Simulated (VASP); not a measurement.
# BaSrTi2O6 (P1) in VASP: single point with PBEsol

Aim: the single point of BaSrTi2O6 with PBEsol.

Program: VASP 6.6.1. These are calculated values, not measurements. Logs are shortened: lines on timing, memory, paths and dates and some standing lists are left out, and cuts for length are marked.

## 1. The cell of the first run

The typed cell holds 40 atoms: a = 7.882 Å, b = 7.882 Å, c = 7.882 Å, α = 90.00°, β = 90.00°, γ = 90.00°.

## 2. Single point, PBEsol

Input file INCAR:

```
PREC     = Accurate       # precision mode
ENCUT    = 520            # plane-wave cutoff, eV
EDIFF    = 1E-7           # SCF threshold, eV
ISMEAR   = -1             # smearing method
SIGMA    = 0.05           # smearing width, eV
LREAL    = Auto         
LASPH    = T              # aspherical terms in the spheres
NELM     = 80             # most SCF steps
ALGO     = Normal         # electronic algorithm
ISIF     = 2              # what is computed and relaxed
LWAVE    = F              # write WAVECAR
LCHARG   = T              # write CHGCAR
GGA      = PS             # functional
LELF     = T              # ELF
LVHAR    = T            
NBANDS   = 186            # bands
ISYM     = 0
```

Input file KPOINTS:

```
Automatic mesh
0
Gamma
  1 1 1
  0.25 0.25 0.25
```

Input file POSCAR:

```
BaSrTi2O6
1.0
    7.8815524826      0.0000000000      0.0000000000
    0.0000000000      7.8815524826      0.0000000000
    0.0000000000      0.0000000000      7.8815524826
Ba Sr Ti O
4 4 8 24
Direct
    0.9978390000      0.9967910000      0.9975140000
    0.4976020000      0.9967270000      0.9974640000
    0.4976100000      0.9967280000      0.4977250000
    0.4976690000      0.4969270000      0.9974850000
    0.9953670000      0.9933300000      0.4952350000
    0.9953370000      0.4944780000      0.9941120000
    0.9956390000      0.4947950000      0.4955280000
    0.4941730000      0.4944380000      0.4951420000
    0.2406780000      0.2451220000      0.2459000000
    0.2412010000      0.2453440000      0.7410970000
    0.2411900000      0.7403310000      0.2461040000
    0.2415480000      0.7406750000      0.7414560000
    0.7457320000      0.2448870000      0.2456240000
    0.7459840000      0.2451360000      0.7405220000
    0.7459850000      0.7398570000      0.2458330000
    0.7461970000      0.7403400000      0.7410360000
    0.2485730000      0.2557150000      0.0050160000
    0.2508720000      0.2576100000      0.5036190000
    0.2492550000      0.7484320000      0.0050880000
    0.2501380000      0.7491630000      0.5037080000
    0.7572150000      0.2563080000      0.0051130000
    0.7575000000      0.2568740000      0.5035470000
    0.7566470000      0.7479020000      0.0050810000
    0.7584760000      0.7499380000      0.5036710000
    0.0036430000      0.2566460000      0.2575890000
    0.0037900000      0.2576440000      0.7506400000
    0.0037700000      0.7500580000      0.2583200000
    0.0039090000      0.7493070000      0.7500310000
    0.5051550000      0.2564370000      0.2570260000
    0.5051840000      0.2558170000      0.7485750000
    0.5051440000      0.7477530000      0.2565250000
    0.5052540000      0.7484660000      0.7491490000
    0.2487040000      0.0043050000      0.2565660000
    0.2492560000      0.0043780000      0.7490430000
    0.2506380000      0.5029010000      0.2581930000
    0.2501720000      0.5030250000      0.7500340000
    0.7570980000      0.0043570000      0.2571310000
    0.7567010000      0.0043570000      0.7484750000
    0.7576860000      0.5028520000      0.2574440000
    0.7584590000      0.5029660000      0.7508070000
```

Potentials or basis: VASP PAW PBE potentials, release 64 (Ba_sv, Sr_sv, Ti_sv, O).

Started as:

```console
$ cat potpaw_PBE.64/Ba_sv/POTCAR potpaw_PBE.64/Sr_sv/POTCAR potpaw_PBE.64/Ti_sv/POTCAR potpaw_PBE.64/O/POTCAR > POTCAR
$ mpirun -np 1 vasp_std > vasp.out
```

OUTCAR:

```text
PREC = Accurate
   ENCUT = 520
   EDIFF = 1E-7
   ISMEAR = -1
   LREAL = Auto
   LASPH = T
   NELM = 80
   ISIF = 2
   GGA = PS
   ISYM = 0

 ion  position               nearest neighbor table
   1  0.998  0.997  0.998-  23 2.73  38 2.73  28 2.76  19 2.79  34 2.79  21 2.79  37 2.79  27 2.83
                            26 2.83  17 2.84  33 2.84  25 2.90   9 3.37  13 3.41  10 3.41  11 3.41
   2  0.498  0.997  0.997-  32 2.77  19 2.77  34 2.77  23 2.83  30 2.83  33 2.83  17 2.83  31 2.83
                            38 2.83  37 2.89  21 2.89  29 2.89  13 3.39  15 3.43  14 3.43   9 3.43
   3  0.498  0.997  0.498-  33 2.73  31 2.73  20 2.76  34 2.79  32 2.79  37 2.79  29 2.79  18 2.83
                            24 2.83  38 2.84  30 2.84  22 2.90  14 3.37  13 3.41  16 3.41  10 3.41
   4  0.498  0.497  0.997-  30 2.73  17 2.73  36 2.76  32 2.79  19 2.79  29 2.79  21 2.79  40 2.83
                            35 2.83  31 2.84  23 2.84  39 2.90  15 3.37  13 3.40  16 3.41  11 3.41
   5  0.995  0.993  0.495-  37 2.66  27 2.68  24 2.68  38 2.74  33 2.74  28 2.78  20 2.78  25 2.80
                            22 2.80  34 2.83  26 2.90  18 2.90  10 3.38  12 3.39   9 3.40  14 3.40
   6  0.995  0.494  0.994-  21 2.66  40 2.68  26 2.68  17 2.74  23 2.75  28 2.78  36 2.78  39 2.80
                            25 2.80  19 2.83  35 2.90  27 2.90  11 3.38  12 3.39  15 3.40   9 3.40
   7  0.996  0.495  0.496-  39 2.65  22 2.65  25 2.65  26 2.75  24 2.75  35 2.75  18 2.75  40 2.75
                            27 2.75  20 2.84  28 2.84  36 2.84  12 3.36  16 3.37  11 3.37  10 3.37
   8  0.494  0.494  0.495-  29 2.65  18 2.68  35 2.68  31 2.74  30 2.74  20 2.78  36 2.78  22 2.80
                            39 2.80  32 2.83  24 2.90  40 2.90  16 3.38  12 3.39  14 3.40  15 3.40
   9  0.241  0.245  0.246-  25 1.87  33 1.90  17 1.90  18 2.04  35 2.04  29 2.09   1 3.37   7 3.39
                             5 3.40   6 3.40   8 3.42   2 3.43   3 3.45   4 3.45
  10  0.241  0.245  0.741-  26 1.88  18 1.88  34 1.90  36 2.03  17 2.08  30 2.08   7 3.37   5 3.38
                             6 3.40   8 3.40   1 3.41   3 3.41   2 3.46   4 3.48
  11  0.241  0.740  0.246-  35 1.88  27 1.88  19 1.90  20 2.03  31 2.08  33 2.08   7 3.37   6 3.38
                             8 3.40   5 3.40   1 3.41   4 3.41   2 3.47   3 3.48
[... 32 lines left out ...]
  39  0.758  0.503  0.257-  15 1.87  13 2.04   7 2.65   6 2.80   8 2.80   4 2.90
  40  0.758  0.503  0.751-  16 1.87  14 2.04   6 2.68   7 2.75   4 2.83   8 2.90

IMPORTANT INFORMATION: All symmetrisations will be switched off!
NOSYMM: (Re-)initialisation of all symmetry stuff for point group C_1.

----------------------------------------------------------------------------------------

                                     Primitive cell

  volume of cell :     489.5931

  direct lattice vectors                    reciprocal lattice vectors
     7.881552483  0.000000000  0.000000000     0.126878556  0.000000000  0.000000000
     0.000000000  7.881552483  0.000000000     0.000000000  0.126878556  0.000000000
     0.000000000  0.000000000  7.881552483     0.000000000  0.000000000  0.126878556

  length of vectors
     7.881552483  7.881552483  7.881552483     0.126878556  0.126878556  0.126878556

  position of ions in fractional coordinates (direct lattice)
     0.997839000  0.996791000  0.997514000
     0.497602000  0.996727000  0.997464000
     0.497610000  0.996728000  0.497725000
     0.497669000  0.496927000  0.997485000
     0.995367000  0.993330000  0.495235000
     0.995337000  0.494478000  0.994112000
[... 32 lines left out ...]
     0.757686000  0.502852000  0.257444000
     0.758459000  0.502966000  0.750807000

  ion indices of the primitive-cell ions
   primitive index   ion index
                 1           1
                 2           2
                 3           3
                 4           4
                 5           5
                 6           6
[... 32 lines left out ...]
                39          39
                40          40

----------------------------------------------------------------------------------------

 KPOINTS: Automatic mesh

Automatic generation of k-mesh.
 Grid dimensions read from file:
 generate k-points for:    1    1    1

 Generating k-lattice:

  Cartesian coordinates                     Fractional coordinates (reciprocal lattice)
     0.126878556  0.000000000  0.000000000     1.000000000  0.000000000  0.000000000
     0.000000000  0.126878556  0.000000000     0.000000000  1.000000000  0.000000000
     0.000000000  0.000000000  0.126878556     0.000000000  0.000000000  1.000000000

  Length of vectors
     0.126878556  0.126878556  0.126878556

  Shift w.r.t. Gamma in fractional coordinates (k-lattice)
     0.250000000  0.250000000  0.250000000

 Subroutine IBZKPT returns following result:
 ===========================================

 Found      4 irreducible k-points:

 Following reciprocal coordinates:
            Coordinates               Weight
  0.250000  0.250000  0.250000      2.000000
 -0.250000  0.250000  0.250000      2.000000
 -0.250000 -0.250000  0.250000      2.000000
  0.250000 -0.250000  0.250000      2.000000
   k-points           NKPTS =      4   k-points in BZ     NKDIM =      4   number of bands    NBANDS=    186
   number of dos      NEDOS =    301   number of ions     NIONS =     40
   total plane-waves  NPLWV = 216000
   dimension x,y,z NGX =    60 NGY =   60 NGZ =   60
   dimension x,y,z NGXF=   120 NGYF=  120 NGZF=  120
   ions per type =               4   4   8  24
   NGX,Y,Z   is equivalent  to a cutoff of  12.66, 12.66, 12.66 a.u.
   NGXF,Y,Z  is equivalent  to a cutoff of  25.31, 25.31, 25.31 a.u.
 SYSTEM =  unknown system
   PREC   = accura    normal or accurate (medium, high low for compatibility)
   ISTART =      0    job   : 0-new  1-cont  2-samecut
   ICHARG =      2    charge: 1-file 2-atom 10-const
   ISPIN  =      1    spin polarized calculation?
   LNONCOLLINEAR =      F non collinear calculations
   LSORBIT =      F    spin-orbit coupling
   LASPH  =      T    aspherical Exc in radial PAW
   ENCUT  =  520.0 eV  38.22 Ry    6.18 a.u.  14.65 14.65 14.65*2*pi/ulx,y,z
   NELM   =     80;   NELMIN=  2; NELMDL= -5     # of ELM steps
   EDIFF  = 0.1E-06   stopping-criterion for ELM
   LREAL  =      T    real-space projection
   EDIFFG = 0.1E-05   stopping-criterion for IOM
   NSW    =      0    number of steps for IOM
   IBRION =     -1    ionic relax: 0-MD 1-quasi-New 2-CG
   NFREE  =      0    steps in history (QN), initial steepest desc. (CG)
   ISIF   =      2    stress and relaxation
   ISYM   =      0    0-nonsym 1-usesym 2-fastsym
   POTIM  = 0.5000    time-step for ionic-motion
   TEBEG  =    0.0;   TEEND  =   0.0 temperature during run
   PSTRESS=    0.0 pullay stress
   NELECT =     320.0000    total number of electrons
   NUPDOWN=      -1.0000    fix difference up-down
   EMIN   =  10.00;   EMAX   =-10.00  energy-range for DOS
   EFERMI =   0.00;   METHOD = LEGACY
   ISMEAR =    -1;   SIGMA  =   0.05  broadening in eV -4-tet -1-fermi 0-gaus
   EFERMI_NEDOS =   21; number of points for ismear=-14 and -15
   IALGO  =     38    algorithm
   IMIX   =      4    mixing-type and parameters
     AMIX     =   0.40;   BMIX     =  1.00
     AMIX_MAG =   1.60;   BMIX_MAG =  1.00
  volume/ion in A,a.u.               =      12.24        82.60
  Fermi-wavevector in a.u.,A,eV,Ry     =   1.420735  2.684800 27.463192  2.018488
  Thomas-Fermi vector in A             =   2.541619
   LORBIT       =      0    0 simple, 1 ext, 2 COOP (PROOUT), +10 PAW based schemes
   GGA     = PS    functional components
   LHFCALC =     F    Hartree Fock is set to
   AEXX    =    0.0000 exact exchange contribution
   IVDW    =     0    specifies the selected vdW correction
   LEPSILON=     F    determine dielectric tensor
   LRPA    =     F    only Hartree local field effects (RPA)
 non-spin polarized calculation
  energy-cutoff  :      520.00
  volume of cell :      489.59
 maximum number of plane-waves:     13202
 NGX is ok and might be reduce to    60
   NGX = 29   NGY = 29   NGZ = 29

 number of electron     320.0000003 magnetization

 Free energy of the ion-electron system (eV)
  ---------------------------------------------------
  ext. energy  EPLUGINS =         0.00000000
  ---------------------------------------------------
  free energy    TOTEN  =      -335.98876141 eV

  energy without entropy =     -335.98876141  energy(sigma->0) =     -335.98876141

 E-fermi :   4.9608     XC(G=0): -11.5736

 val. band max:        3.7205264407   @ k =   0.2500   0.2500   0.2500
 cond. band min:       6.3810865476   @ k =   0.2500  -0.2500   0.2500
 fundamental gap:      2.6605601070
 Fermi energy:         4.9607525103

 k-point     1 :       0.2500    0.2500    0.2500
  band No.  band energies     occupation
      1     -52.1725      2.00000
      2     -52.1716      2.00000
      3     -52.1713      2.00000
      4     -52.1708      2.00000
      5     -52.1701      2.00000
      6     -52.1699      2.00000
[... 164 lines left out ...]
    171       7.5191      0.00000
    172       7.5209      0.00000

 k-point     2 :      -0.2500    0.2500    0.2500
  band No.  band energies     occupation
      1     -52.1725      2.00000
      2     -52.1716      2.00000
      3     -52.1713      2.00000
      4     -52.1708      2.00000
      5     -52.1701      2.00000
      6     -52.1699      2.00000
[... 164 lines left out ...]
    171       7.5566      0.00000
    172       7.5649      0.00000

 k-point     3 :      -0.2500   -0.2500    0.2500
  band No.  band energies     occupation
      1     -52.1725      2.00000
      2     -52.1716      2.00000
      3     -52.1713      2.00000
      4     -52.1708      2.00000
      5     -52.1701      2.00000
      6     -52.1699      2.00000
[... 164 lines left out ...]
    171       7.5566      0.00000
    172       7.5650      0.00000

 k-point     4 :       0.2500   -0.2500    0.2500
  band No.  band energies     occupation
      1     -52.1725      2.00000
      2     -52.1716      2.00000
      3     -52.1713      2.00000
      4     -52.1708      2.00000
      5     -52.1701      2.00000
      6     -52.1699      2.00000
[... 164 lines left out ...]
    171       7.5566      0.00000
    172       7.5651      0.00000
 [bands above 172 left out]

------------------------ aborting loop because EDIFF is reached ----------------------------------------

  FORCE on cell =-STRESS in cart. coord.  units (eV):
  Direction    XX          YY          ZZ          XY          YZ          ZX
  --------------------------------------------------------------------------------------
  -------------------------------------------------------------------------------------
  Total        4.4734903      4.5563154      4.4873901      0.6692916      0.6729146      0.6617053
  in kB       14.6393491     14.9103914     14.6848359      2.1902347      2.2020906      2.1654089
  external PRESSURE =      14.7448588 kB  Pullay stress =       0.0000000 kB

 VOLUME and BASIS-vectors are now :
 -----------------------------------------------------------------------------
  energy-cutoff  :      520.00
  volume of cell :      489.59
      direct lattice vectors                 reciprocal lattice vectors
     7.881552483  0.000000000  0.000000000     0.126878556  0.000000000  0.000000000
     0.000000000  7.881552483  0.000000000     0.000000000  0.126878556  0.000000000
     0.000000000  0.000000000  7.881552483     0.000000000  0.000000000  0.126878556

 POSITION                                       TOTAL-FORCE (eV/Angst)
 -----------------------------------------------------------------------------------
      7.86452      7.85626      7.86196         0.036689      0.032406      0.033372
      3.92188      7.85576      7.86156         0.031135      0.032886      0.033419
      3.92194      7.85576      3.92285         0.033126      0.035036      0.034661
      3.92240      3.91656      7.86173         0.029629      0.039605      0.034282
      7.84504      7.82898      3.90322         0.019476      0.013689      0.018533
      7.84480      3.89725      7.83515         0.020493      0.020010      0.013827
[... 32 lines left out ...]
      5.97174      3.96325      2.02906        -0.012897     -0.064933     -0.013627
      5.97783      3.96415      5.91752        -0.006378     -0.065354     -0.046567
 -----------------------------------------------------------------------------------
    total drift:                                0.000632      0.012838     -0.002034

  FREE ENERGIE OF THE ION-ELECTRON SYSTEM (eV)
  ---------------------------------------------------
  free  energy   TOTEN  =      -335.9887614062 eV

  energy  without entropy=     -335.9887614062  energy(sigma->0) =     -335.98876141
```

Run time: 26 min. Hardware: 1 thread of AMD EPYC 7R43 (Zen 3), shared host; peak memory 0.59 GiB.

Results:

```
Free energy            : -335.9888 eV
Pressure               : 1.5 GPa
Largest force          : 0.191 eV/Å
Band gap on the k mesh : 2.66 eV, indirect (least direct gap 2.68 eV)
```

Forces on the atoms (eV/Å):
```
Ba   0.037  0.032  0.033
Ba   0.031  0.033  0.033
Ba   0.033  0.035  0.035
Ba   0.030  0.040  0.034
Sr   0.019  0.014  0.019
Sr   0.020  0.020  0.014
Sr   0.021  0.021  0.020
Sr   0.013  0.021  0.021
Ti   0.104  0.104  0.107
Ti   0.092  0.110  0.090
Ti   0.091  0.098  0.097
Ti   0.083  0.082  0.085
Ti   0.111  0.113  0.107
Ti   0.107  0.106  0.107
Ti   0.104  0.096  0.107
Ti   0.106  0.095  0.095
O   -0.060 -0.018 -0.054
O   -0.045 -0.006 -0.058
O   -0.049 -0.054 -0.055
O   -0.051 -0.049 -0.063
O   -0.014 -0.016 -0.060
O   -0.011 -0.014 -0.062
O   -0.019 -0.061 -0.057
O   -0.006 -0.047 -0.065
O   -0.064 -0.012 -0.013
O   -0.064 -0.009 -0.047
O   -0.067 -0.044 -0.006
O   -0.071 -0.052 -0.052
O   -0.056 -0.018 -0.014
O   -0.056 -0.021 -0.062
O   -0.053 -0.061 -0.017
O   -0.055 -0.056 -0.051
O   -0.063 -0.054 -0.021
O   -0.052 -0.055 -0.051
O   -0.042 -0.064 -0.005
O   -0.050 -0.069 -0.051
O   -0.013 -0.058 -0.014
O   -0.021 -0.054 -0.062
O   -0.013 -0.065 -0.014
O   -0.006 -0.065 -0.047
```

Caveat: the k points lie up to 0.80 Å⁻¹ apart; the PAW data sets were made with another functional, which shifts forces and pressure a little; spin-orbit coupling is left out, which moves the levels of the heavy elements.
